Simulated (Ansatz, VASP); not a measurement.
## ZnO in VASP and in Ansatz

```
CELL_PARAMETERS angstrom
5.51757 0.00000 0.00000
0.00000 5.51757 0.00000
0.00000 0.00000 3.25878
ATOMIC_POSITIONS crystal
Zn 0.18197 0.18197 0.50000
Zn 0.81803 0.81803 0.50000
Zn 0.68197 0.31803 0.00000
Zn 0.31803 0.68197 0.00000
O 0.81725 0.18275 0.50000
O 0.18275 0.81725 0.50000
O 0.68275 0.68275 0.00000
O 0.31725 0.31725 0.00000
```

Alike in both runs: task relaxation of cell and atoms; functional PBE; k mesh 4 × 4 × 6; occupations gaussian, width 0.1 eV; no spin polarisation.

|  | VASP | Ansatz |
| --- | --- | --- |
| version | VASP 6.6.1 | Ansatz 0.2.0 |
| potentials or method | VASP PAW PBE potentials, release 64 (Zn, O), cutoff 600 eV | scalar-relativistic, plane waves, PAW |
| valence electrons in the cell | 72 | 72 |

```csv
,VASP,Ansatz,Ansatz less VASP
"gap on the k mesh at the Fermi level, each at its own relaxed structure (eV)",0.76,0.77,+0.005
relaxed volume (Å³/atom),12.95,12.85,-0.094
relaxed cell length with the largest relative difference (Å),3.308,3.281,-0.0272
```
